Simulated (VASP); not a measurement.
A run of VASP 6.6.1 is set up as follows.

File INCAR:

```
SYSTEM = SrTiO3
  ALGO = Normal
  EDIFF = 1E-6
  ENCUT = 520
  GGA = PS
  ISIF = 2
  ISMEAR = 0
  LASPH = .True.
  LCHARG = .True.
  LELF = .True.
  LREAL = .False.
  LVHAR = .True.
  LWAVE = .False.
  NBANDS = 28
  NELM = 80
  PREC = Accurate
  SIGMA = 0.01
```

KPOINTS

```
k-points
0
Gamma
  8 8 8
  0 0 0
```

File POSCAR:

```
SrTiO3
1.0
    3.8861318800      0.0000000000      0.0000000000
    0.0000000000      3.8861318800      0.0000000000
    0.0000000000      0.0000000000      3.8861318800
Sr Ti O
1 1 3
Direct
    0.5000000000      0.5000000000      0.5000000000
    0.0000000000      0.0000000000      0.0000000000
    0.5000000000      0.0000000000      0.0000000000
    0.0000000000      0.5000000000      0.0000000000
    0.0000000000      0.0000000000      0.5000000000
```

Potentials or basis: VASP PAW PBE potentials, release 64 (Sr_sv, Ti_sv, O).

Command:

```console
$ cat potpaw_PBE.64/Sr_sv/POTCAR potpaw_PBE.64/Ti_sv/POTCAR potpaw_PBE.64/O/POTCAR > POTCAR
$ mpirun -np 1 vasp_std > vasp.out
```

Q: Predict the band gap on the k mesh.

A: 1.83 eV (least direct gap 2.18 eV).

Q: Estimate the pressure.

A: 1.4 GPa.

Caveat: the PAW data sets were made with another functional, which shifts forces and pressure a little. A k mesh can miss the band edges.
